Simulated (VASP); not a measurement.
Ir:

```xyz
1
Lattice="0.0000 1.9197 1.9197 1.9197 0.0000 1.9197 1.9197 1.9197 0.0000" Properties=species:S:1:pos:R:3 pbc="T T T"
Ir    0.0000    0.0000    0.0000
```

* Program: VASP 6.6.1
* Task: relaxation of cell and atoms
* Functional: LDA
* Potentials or basis: VASP PAW LDA potentials, release 64 (Ir)
* Cutoff: 600 eV
* k mesh: 18 × 18 × 18
* Occupations: gaussian, width 0.1 eV
* Spin: no spin polarisation

At the start: pressure -6.0 GPa; volume 14.15 Å³/atom.

How do energy, volume and symmetry change on relaxing?

Over 4 steps the energy falls by 4.3 meV/atom and the volume is 13.93 Å³/atom (-1.6 %); space group Fm-3m (No. 225, to 0.05 Å).

The path:
```
step  energy change (eV)  largest force (eV/Å)  pressure (GPa)  volume (Å³)
   1              0.0000                0.0000           -5.98        14.15
   2              0.0667                0.0000           29.14        13.10
   3             -0.0043                0.0000           -0.24        13.94
   4             -0.0043                0.0000           -0.03        13.93
```

Final structure:
```
Ir
1.0
     0.00000    1.90964    1.90964
     1.90964    0.00000    1.90964
     1.90964    1.90964    0.00000
Ir
1
Direct
  0.00000 0.00000 0.00000
```
